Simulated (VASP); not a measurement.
# HfN (Fm-3m) in VASP: settings compared

The runs below take HfN through single point, with r2SCAN, PBE.

Everything below comes from runs of VASP 6.6.1. Logs are shortened: lines on timing, memory, paths and dates and some standing lists are left out, and cuts for length are marked.

### Step 1. The cell of the first run

The structure is cubic, space group Fm-3m (No. 225). The conventional cell has a = 4.548 Å, b = 4.548 Å, c = 4.548 Å, α = 90.00°, β = 90.00°, γ = 90.00°. Hf (site symmetry m-3m) has 6 N at 2.27 Å within 3.0 Å. Within 3.0 Å of N (site symmetry m-3m) lie 6 Hf at 2.27 Å.

### Step 2. Single point, r2SCAN

Input file POSCAR:

```
HfN
1.0
    0.0000000000      4.5478633498      4.5478633498
    4.5478633498      0.0000000000      4.5478633498
    4.5478633498      4.5478633498      0.0000000000
Hf N
8 8
Direct
    0.0000000000      0.0000000000      0.0000000000
    0.0000000000      0.0000000000      0.5000000000
    0.0000000000      0.5000000000      0.0000000000
    0.0000000000      0.5000000000      0.5000000000
    0.5000000000      0.0000000000      0.0000000000
    0.5000000000      0.0000000000      0.5000000000
    0.5000000000      0.5000000000      0.0000000000
    0.5000000000      0.5000000000      0.5000000000
    0.2500000000      0.2500000000      0.2500000000
    0.2500000000      0.2500000000      0.7500000000
    0.2500000000      0.7500000000      0.2500000000
    0.2500000000      0.7500000000      0.7500000000
    0.7500000000      0.2500000000      0.2500000000
    0.7500000000      0.2500000000      0.7500000000
    0.7500000000      0.7500000000      0.2500000000
    0.7500000000      0.7500000000      0.7500000000
```

Input file INCAR.step1:

```
SYSTEM = HfN
PREC = Accurate
ENCUT = 520
ISMEAR = 1
SIGMA = 0.1
LREAL = Auto
LASPH = .TRUE.
NELM = 80
NBANDS = 74
GGA = PE
ALGO = Normal
EDIFF = 1E-4
LWAVE = .TRUE.
LCHARG = .FALSE.
```

Input file INCAR.step2:

```
SYSTEM = HfN
PREC = Accurate
ENCUT = 520
EDIFF = 1E-7
ISMEAR = 1
SIGMA = 0.1
LREAL = Auto
LASPH = .TRUE.
NELM = 80
ALGO = Normal
ISIF = 2
LWAVE = .FALSE.
LCHARG = .FALSE.
METAGGA = R2SCAN
LMIXTAU = .TRUE.
NBANDS = 74
ISTART = 1
```

Input file KPOINTS:

```
Automatic mesh
0
G
  4 4 4
  0 0 0
```

Potentials or basis: VASP PAW PBE potentials, release 64 (Hf_pv, N).

Started as:

```console
$ cat potpaw_PBE.64/Hf_pv/POTCAR potpaw_PBE.64/N/POTCAR > POTCAR
$ cp INCAR.step1 INCAR
$ mpirun -np 1 vasp_std > vasp.out
$ cp INCAR.step2 INCAR
$ mpirun -np 1 vasp_std > vasp.out
```

OUTCAR:

```text
SYSTEM = HfN
   PREC = Accurate
   ENCUT = 520
   EDIFF = 1E-7
   ISMEAR = 1
   LREAL = Auto
   LASPH = .TRUE.
   NELM = 80
   ISIF = 2
   METAGGA = R2SCAN
   ISTART = 1

 ion  position               nearest neighbor table
   1  0.000  0.000  0.000-  10 2.27  11 2.27  12 2.27  13 2.27  14 2.27  15 2.27   2 3.22   3 3.22
                             5 3.22   2 3.22   4 3.22   6 3.22   3 3.22   4 3.22   7 3.22   5 3.22
   2  0.000  0.000  0.500-   9 2.27  11 2.27  12 2.27  13 2.27  14 2.27  16 2.27   1 3.22   4 3.22
                             6 3.22   1 3.22   3 3.22   5 3.22   3 3.22   4 3.22   8 3.22   5 3.22
   3  0.000  0.500  0.000-   9 2.27  10 2.27  12 2.27  13 2.27  15 2.27  16 2.27   1 3.22   4 3.22
                             7 3.22   2 3.22   4 3.22   8 3.22   1 3.22   2 3.22   5 3.22   5 3.22
   4  0.000  0.500  0.500-   9 2.27  10 2.27  11 2.27  14 2.27  15 2.27  16 2.27   2 3.22   3 3.22
                             8 3.22   1 3.22   3 3.22   7 3.22   1 3.22   2 3.22   6 3.22   6 3.22
   5  0.500  0.000  0.000-   9 2.27  10 2.27  11 2.27  14 2.27  15 2.27  16 2.27   1 3.22   6 3.22
                             7 3.22   2 3.22   6 3.22   8 3.22   3 3.22   7 3.22   8 3.22   1 3.22
   6  0.500  0.000  0.500-   9 2.27  10 2.27  12 2.27  13 2.27  15 2.27  16 2.27   2 3.22   5 3.22
                             8 3.22   1 3.22   5 3.22   7 3.22   4 3.22   7 3.22   8 3.22   1 3.22
   7  0.500  0.500  0.000-   9 2.27  11 2.27  12 2.27  13 2.27  14 2.27  16 2.27   3 3.22   5 3.22
                             8 3.22   4 3.22   6 3.22   8 3.22   1 3.22   5 3.22   6 3.22   1 3.22
   8  0.500  0.500  0.500-  10 2.27  11 2.27  12 2.27  13 2.27  14 2.27  15 2.27   4 3.22   6 3.22
                             7 3.22   3 3.22   5 3.22   7 3.22   2 3.22   5 3.22   6 3.22   2 3.22
   9  0.250  0.250  0.250-   2 2.27   3 2.27   4 2.27   5 2.27   6 2.27   7 2.27
[... 13 lines left out ...]
 A1 = (   0.0000000000,   4.5478633498,   4.5478633498)
 A2 = (   4.5478633498,   0.0000000000,   4.5478633498)
 A3 = (   4.5478633498,   4.5478633498,   0.0000000000)

Analysis of symmetry for initial positions (statically):
=====================================================================
 Subroutine PRICEL returns following result:

  LATTYP: Found a face centered cubic cell.
 ALAT       =     4.5478633498

  Lattice vectors:

 A1 = (   0.0000000000,   2.2739316749,   2.2739316749)
 A2 = (   2.2739316749,   0.0000000000,   2.2739316749)
 A3 = (   2.2739316749,   2.2739316749,   0.0000000000)

   8 primitive cells build up your supercell.

 Routine SETGRP: Setting up the symmetry group for a
 face centered cubic supercell.

 Subroutine GETGRP returns: Found 48 space group operations
 (whereof 48 operations were pure point group operations)
 out of a pool of 48 trial point group operations.

The static configuration has the point symmetry O_h .

Analysis of symmetry for dynamics (positions and initial velocities):
=====================================================================
 Subroutine PRICEL returns following result:

  LATTYP: Found a face centered cubic cell.
 ALAT       =     4.5478633498

  Lattice vectors:

 A1 = (   0.0000000000,   2.2739316749,   2.2739316749)
 A2 = (   2.2739316749,   0.0000000000,   2.2739316749)
 A3 = (   2.2739316749,   2.2739316749,   0.0000000000)

   8 primitive cells build up your supercell.

 Routine SETGRP: Setting up the symmetry group for a
 face centered cubic supercell.

 Subroutine GETGRP returns: Found 48 space group operations
 (whereof 48 operations were pure point group operations)
 out of a pool of 48 trial point group operations.

The dynamic configuration has the point symmetry O_h .

 Subroutine INISYM returns: Found 48 space group operations
 (whereof 48 operations are pure point group operations),
 and found     8 'primitive' translations

----------------------------------------------------------------------------------------

                                     Primitive cell

  volume of cell :      23.5159

  direct lattice vectors                    reciprocal lattice vectors
     0.000000000  2.273931675  2.273931675    -0.219883476  0.219883476  0.219883476
     2.273931675  0.000000000  2.273931675     0.219883476 -0.219883476  0.219883476
     2.273931675  2.273931675  0.000000000     0.219883476  0.219883476 -0.219883476

  length of vectors
     3.215825015  3.215825015  3.215825015     0.380849352  0.380849352  0.380849352

  position of ions in fractional coordinates (direct lattice)
     0.000000000  0.000000000  0.000000000
     0.500000000  0.500000000  0.500000000

  ion indices of the primitive-cell ions
   primitive index   ion index
                 1           1
                 2           9

----------------------------------------------------------------------------------------

 KPOINTS: Automatic mesh

Automatic generation of k-mesh.
 Grid dimensions read from file:
 generate k-points for:    4    4    4

 Generating k-lattice:

  Cartesian coordinates                     Fractional coordinates (reciprocal lattice)
    -0.027485434  0.027485434  0.027485434     0.250000000  0.000000000  0.000000000
     0.027485434 -0.027485434  0.027485434     0.000000000  0.250000000  0.000000000
     0.027485434  0.027485434 -0.027485434     0.000000000  0.000000000  0.250000000

  Length of vectors
     0.047606169  0.047606169  0.047606169

  Shift w.r.t. Gamma in fractional coordinates (k-lattice)
     0.000000000  0.000000000  0.000000000

 Subroutine IBZKPT returns following result:
 ===========================================

 Found      8 irreducible k-points:

 Following reciprocal coordinates:
            Coordinates               Weight
  0.000000  0.000000  0.000000      1.000000
  0.250000  0.000000  0.000000      8.000000
  0.500000  0.000000  0.000000      4.000000
  0.250000  0.250000  0.000000      6.000000
  0.500000  0.250000  0.000000     24.000000
 -0.250000  0.250000  0.000000     12.000000
  0.500000  0.500000  0.000000      3.000000
 -0.250000  0.500000  0.250000      6.000000
   k-points           NKPTS =      8   k-points in BZ     NKDIM =      8   number of bands    NBANDS=     74
   number of dos      NEDOS =    301   number of ions     NIONS =     16
   total plane-waves  NPLWV = 110592
   dimension x,y,z NGX =    48 NGY =   48 NGZ =   48
   dimension x,y,z NGXF=    96 NGYF=   96 NGZF=   96
   ions per type =               8   8
   NGX,Y,Z   is equivalent  to a cutoff of  12.41, 12.41, 12.41 a.u.
   NGXF,Y,Z  is equivalent  to a cutoff of  24.81, 24.81, 24.81 a.u.
 SYSTEM =  HfN
   PREC   = accura    normal or accurate (medium, high low for compatibility)
   ISTART =      1    job   : 0-new  1-cont  2-samecut
   ICHARG =      0    charge: 1-file 2-atom 10-const
   ISPIN  =      1    spin polarized calculation?
   LNONCOLLINEAR =      F non collinear calculations
   LSORBIT =      F    spin-orbit coupling
   LASPH  =      T    aspherical Exc in radial PAW
   ENCUT  =  520.0 eV  38.22 Ry    6.18 a.u.  11.96 11.96 11.96*2*pi/ulx,y,z
   NELM   =     80;   NELMIN=  2; NELMDL=  0     # of ELM steps
   EDIFF  = 0.1E-06   stopping-criterion for ELM
   LREAL  =      T    real-space projection
   EDIFFG = 0.1E-05   stopping-criterion for IOM
   NSW    =      0    number of steps for IOM
   IBRION =     -1    ionic relax: 0-MD 1-quasi-New 2-CG
   NFREE  =      0    steps in history (QN), initial steepest desc. (CG)
   ISIF   =      2    stress and relaxation
   ISYM   =      2    0-nonsym 1-usesym 2-fastsym
   POTIM  = 0.5000    time-step for ionic-motion
   TEBEG  =    0.0;   TEEND  =   0.0 temperature during run
   PSTRESS=    0.0 pullay stress
   NELECT =     120.0000    total number of electrons
   NUPDOWN=      -1.0000    fix difference up-down
   EMIN   =  10.00;   EMAX   =-10.00  energy-range for DOS
   EFERMI =   0.00;   METHOD = LEGACY
   ISMEAR =     1;   SIGMA  =   0.10  broadening in eV -4-tet -1-fermi 0-gaus
   EFERMI_NEDOS =   21; number of points for ismear=-14 and -15
   IALGO  =     38    algorithm
   IMIX   =      4    mixing-type and parameters
     AMIX     =   0.40;   BMIX     =  1.00
     AMIX_MAG =   1.60;   BMIX_MAG =  1.00
  volume/ion in A,a.u.               =      11.76        79.35
  Fermi-wavevector in a.u.,A,eV,Ry     =   1.409239  2.663075 27.020534  1.985953
  Thomas-Fermi vector in A             =   2.531315
   LORBIT       =      0    0 simple, 1 ext, 2 COOP (PROOUT), +10 PAW based schemes
   METAGGA = R2SCAN    functional components
   LHFCALC =     F    Hartree Fock is set to
   AEXX    =    0.0000 exact exchange contribution
   IVDW    =     0    specifies the selected vdW correction
   LEPSILON=     F    determine dielectric tensor
   LRPA    =     F    only Hartree local field effects (RPA)
 non-spin polarized calculation
 Methfessel and Paxton  Order N= 1 SIGMA  =   0.10
  energy-cutoff  :      520.00
  volume of cell :      188.13
 maximum number of plane-waves:      5104
   NGX = 23   NGY = 23   NGZ = 23

 number of electron     119.9999999 magnetization

 Free energy of the ion-electron system (eV)
  ---------------------------------------------------
  ext. energy  EPLUGINS =         0.00000000
  ---------------------------------------------------
  free energy    TOTEN  =      -465.68271582 eV

  energy without entropy =     -465.67680965  energy(sigma->0) =     -465.68074709

 E-fermi :   8.3518     XC(G=0): -13.4495

 val. band max:        8.3183369543   @ k =   0.2500   0.0000   0.0000
 cond. band min:       8.3626693867   @ k =  -0.2500   0.2500   0.0000
 fundamental gap:      0.0443324324
 Fermi energy:         8.3517698326

 k-point     1 :       0.0000    0.0000    0.0000
  band No.  band energies     occupation
      1     -25.1690      2.00000
      2     -25.1690      2.00000
      3     -25.1690      2.00000
      4     -25.1690      2.00000
      5     -25.0029      2.00000
      6     -25.0029      2.00000
[... 589 lines left out ...]
     71      11.1641      0.00000
     72      11.1641      0.00000
 [bands above 72 left out]

------------------------ aborting loop because EDIFF is reached ----------------------------------------

  FORCE on cell =-STRESS in cart. coord.  units (eV):
  Direction    XX          YY          ZZ          XY          YZ          ZX
  --------------------------------------------------------------------------------------
  -------------------------------------------------------------------------------------
  Total       -7.6046207     -7.6046207     -7.6046207      0.0000000      0.0000000     -0.0000000
  in kB      -64.7643373    -64.7643373    -64.7643373      0.0000000      0.0000000     -0.0000000
  external PRESSURE =     -64.7643373 kB  Pullay stress =       0.0000000 kB

 VOLUME and BASIS-vectors are now :
 -----------------------------------------------------------------------------
  energy-cutoff  :      520.00
  volume of cell :      188.13
      direct lattice vectors                 reciprocal lattice vectors
     0.000000000  4.547863350  4.547863350    -0.109941738  0.109941738  0.109941738
     4.547863350  0.000000000  4.547863350     0.109941738 -0.109941738  0.109941738
     4.547863350  4.547863350  0.000000000     0.109941738  0.109941738 -0.109941738

 POSITION                                       TOTAL-FORCE (eV/Angst)
 -----------------------------------------------------------------------------------
      0.00000      0.00000      0.00000         0.000000      0.000000      0.000000
      2.27393      2.27393      0.00000        -0.000000      0.000000      0.000000
      2.27393      0.00000      2.27393        -0.000000      0.000000     -0.000000
      4.54786      2.27393      2.27393        -0.000000     -0.000000     -0.000000
      0.00000      2.27393      2.27393        -0.000000      0.000000      0.000000
      2.27393      4.54786      2.27393        -0.000000     -0.000000      0.000000
[... 8 lines left out ...]
      4.54786      4.54786      6.82180         0.000000      0.000000      0.000000
      6.82180      6.82180      6.82180         0.000000      0.000000      0.000000
 -----------------------------------------------------------------------------------
    total drift:                                0.000000      0.000000      0.000000

  FREE ENERGIE OF THE ION-ELECTRON SYSTEM (eV)
  ---------------------------------------------------
  free  energy   TOTEN  =      -465.6827158172 eV

  energy  without entropy=     -465.6768096463  energy(sigma->0) =     -465.68074709
```

Wall time 17 min (1 thread of AMD EPYC 7R13 (Zen 3), shared host); peak memory 0.35 GiB.

Results:

| Item | Value |
| --- | --- |
| Free energy | -465.6827 eV |
| Pressure | -6.5 GPa |
| Band gap on the k mesh | zero (bands 60 and 61 overlap by 1.78 eV) |

Levels at points of the mesh, in eV from the Fermi level:
```tsv
k point	band 57	band 58	band 59	band 60	band 61	band 62	band 63	band 64
(0.00, 0.00, 0.00)	-3.39	-3.39	-3.39	-0.32	-0.32	-0.32	1.87	1.96
(0.50, 0.00, 0.00)	-0.66	-0.66	-0.66	-0.66	-0.66	-0.66	0.58	0.58
(0.50, 0.50, 0.00)	-2.42	-2.42	1.12	1.12	1.12	1.12	1.77	1.77
```

Caveat: the cell stands under tension; the PAW data sets were made with another functional, which shifts forces and pressure a little; spin-orbit coupling is left out, which moves the levels of the heavy elements.

### Step 3. Single point, PBE

Input file INCAR:

```
ALGO = Normal ; EDIFF = 1E-6
ENCUT = 520 ; GGA = PE
ISIF = 2 ; ISMEAR = 1
LASPH = True ; LCHARG = False
LREAL = Auto ; LWAVE = False
NBANDS = 74 ; NELM = 100
PREC = Accurate ; SIGMA = 0.1
```

Input file KPOINTS:

```
k-points
0
Gamma
  7 7 7
```

POSCAR is that of step 2.

Potentials or basis: VASP PAW PBE potentials, release 64 (Hf_pv, N).

Started as:

```console
$ cat potpaw_PBE.64/Hf_pv/POTCAR potpaw_PBE.64/N/POTCAR > POTCAR
$ mpirun -np 1 vasp_std > vasp.out
```

Run time: 13 min. Hardware: 1 thread of AMD EPYC 7R13 (Zen 3), shared host; peak memory 0.39 GiB.

It converged, with:

```yaml
Free_energy: -174.0203 eV
Pressure: -2.4 GPa
Band_gap_on_the_k_mesh: zero (bands 60 and 61 overlap by 1.23 eV)
```

Levels at points of the mesh, in eV from the Fermi level:
```
           k point  band 57  band 58  band 59  band 60  band 61  band 62  band 63  band 64
(0.00, 0.00, 0.00)    -3.00    -3.00    -3.00    -0.33    -0.33    -0.33     1.62     1.93
```

Caveat: spin-orbit coupling is left out, which moves the levels of the heavy elements.

The gap in the log of VASP goes by the Fermi energy; the results here count the filled bands.